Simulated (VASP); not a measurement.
Here is a VASP 6.6.1 calculation.

File INCAR:

```
SYSTEM = SrCl2
PREC     = Accurate       ! precision mode
ENCUT    = 520            ! plane-wave cutoff, eV
EDIFF    = 1E-6           ! SCF threshold, eV
ISMEAR   = 0              ! smearing method
SIGMA    = 0.01           ! smearing width, eV
LREAL    = .FALSE.        ! projectors in reciprocal space
LASPH    = .TRUE.         ! aspherical terms in the spheres
NELM     = 60             ! most SCF steps
ALGO     = Normal         ! electronic algorithm
ISIF     = 2              ! what is computed and relaxed
LWAVE    = .FALSE.        ! write WAVECAR
LCHARG   = .FALSE.        ! write CHGCAR
GGA      = PE             ! functional
NBANDS   = 19             ! bands
```

KPOINTS

```
regular mesh
0
G
  6 6 6
  0 0 0
```

File POSCAR:

```
SrCl2
1.0
    2.4567214785      1.4183888069      4.0153159510
   -2.4567214785      1.4183888069      4.0153159510
    0.0000000000     -2.8367776139      4.0153159510
Sr Cl
1 2
Direct
    0.0000000000      0.0000000000      0.0000000000
    0.2499511382      0.2499511382      0.2499511382
    0.7500488618      0.7500488618      0.7500488618
```

Potentials or basis: VASP PAW PBE potentials, release 64 (Sr_sv, Cl).

Command:

```bash
$ cat potpaw_PBE.64/Sr_sv/POTCAR potpaw_PBE.64/Cl/POTCAR > POTCAR
$ mpirun -np 1 vasp_std > vasp.out
```

Task: What does it give for the band gap on the k mesh?

Result: 5.38 eV, indirect (least direct gap 5.50 eV).

Task: Predict the pressure.

Result: 1.5 GPa.

A k mesh can miss the band edges.
